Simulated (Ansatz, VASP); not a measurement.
**CsCaBr3 in VASP and in Ansatz**

INCAR

```
SYSTEM = CsCaBr3
ALGO = Normal
EDIFF = 1E-6
ENCUT = 520
ISIF = 2
ISMEAR = 0
LASPH = .TRUE.
LCHARG = .TRUE.
LELF = .TRUE.
LREAL = .FALSE.
LVHAR = .TRUE.
LWAVE = .FALSE.
NBANDS = 28
NELM = 60
PREC = Accurate
SIGMA = 0.05
```

KPOINTS

```
k-points
0
G
  6 6 6
  0 0 0
```

Contents of POSCAR:

```
CsCaBr3
1.0
    5.2306239289      0.0000000000      0.0000000000
    0.0000000000      5.2306239289      0.0000000000
    0.0000000000      0.0000000000      6.7998111076
Cs Ca Br
1 1 3
Direct
    0.0000000000      0.0000000000      0.0000000000
    0.5000000000      0.5000000000      0.5000000000
    0.5000000000      0.0000000000      0.5000000000
    0.0000000000      0.5000000000      0.5000000000
    0.5000000000      0.5000000000      0.0000000000
```

Input for Ansatz:

```yaml
crystal:
  lattice:
    - [5.2306239289, 0.0, 0.0]
    - [0.0, 5.2306239289, 0.0]
    - [0.0, 0.0, 6.7998111076]
  atoms:
    - { symbol: Cs, position: [0.0, 0.0, 0.0] }
    - { symbol: Ca, position: [0.5, 0.5, 0.5] }
    - { symbol: Br, position: [0.5, 0.0, 0.5] }
    - { symbol: Br, position: [0.0, 0.5, 0.5] }
    - { symbol: Br, position: [0.5, 0.5, 0.0] }
basis:
  ecutwfc: 420
kpoints:
  mp_grid: { grid: [6, 6, 6] }
hamiltonian:
  xc: lda
scf:
  occupations: { method: gaussian, width: 0.05 }
output:
  forces: true
  stress: true
  eigenvalues: true
```

Alike in both runs: task single point; functional LDA; k mesh 6 × 6 × 6; occupations gaussian, width 0.05 eV; no spin polarisation.

```csv
,VASP,Ansatz
version,VASP 6.6.1,Ansatz 0.2.0
potentials or method,"VASP PAW LDA potentials, release 64 (Cs_sv, Ca_sv, Br), cutoff 520 eV","scalar-relativistic, plane waves, PAW"
valence electrons in the cell,40,40
```

|  | VASP | Ansatz | Ansatz less VASP |
| --- | --- | --- | --- |
| gap on the k mesh at the Fermi level (eV) | 3.45 | 3.45 | -0.006 |
| least direct gap on the mesh (eV) | 3.95 | 3.95 | -0.003 |
| pressure (GPa) | 0.8 | 0.6 | -0.11 |
| traceless stress, the component that is largest in VASP (GPa) | -4.80 | -4.68 | +0.116 |

LDA's correlation is that of Perdew and Zunger in VASP and of Perdew and Wang (1992) in Ansatz.

Spin-orbit coupling is off throughout.
